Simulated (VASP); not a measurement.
A run of VASP 6.6.1 is set up as follows.

The input INCAR:

```
PREC     = Accurate       # precision mode
ENCUT    = 520            # plane-wave cutoff, eV
EDIFF    = 1E-6           # SCF threshold, eV
ISMEAR   = 0              # smearing method
SIGMA    = 0.1            # smearing width, eV
LREAL    = False          # projectors in reciprocal space
LASPH    = True           # aspherical terms in the spheres
NELM     = 100            # most SCF steps
ALGO     = Normal         # electronic algorithm
ISIF     = 2              # what is computed and relaxed
LWAVE    = False          # write WAVECAR
LCHARG   = True           # write CHGCAR
GGA      = PS             # functional
LELF     = True           # ELF
LVHAR    = True         
NBANDS   = 17             # bands
```

File KPOINTS:

```
regular mesh
0
Gamma
  15 15 8
```

Contents of POSCAR:

```
Pt
1.0
    2.8064926650      0.0000000000      0.0000000000
   -1.4032463325      2.4304939434      0.0000000000
    0.0000000000      0.0000000000      4.4403913644
Pt
2
Direct
    0.6666666700      0.3333333300      0.7708675300
    0.3333333300      0.6666666700      0.2291324700
```

Potentials or basis: VASP PAW PBE potentials, release 64 (Pt).

Launch:

```console
$ cat potpaw_PBE.64/Pt/POTCAR > POTCAR
$ mpirun -np 1 vasp_std > vasp.out
```

Question: What does it give for the largest force?

Answer: 2.686 eV/Å.

Question: What does it give for the band gap on the k mesh?

Answer: Zero (bands 10 and 11 overlap by 1.02 eV).

Stress tensor (GPa, compression positive):
```
 2.29  0.00  0.00
 0.00  2.29  0.00
 0.00  0.00 13.54
```

Caveat: the cell differs from its parent crystal (strained and its atoms moved); the cell stands under pressure; the PAW data sets were made with another functional, which shifts forces and pressure a little; spin-orbit coupling is left out, which moves the levels of the heavy elements.
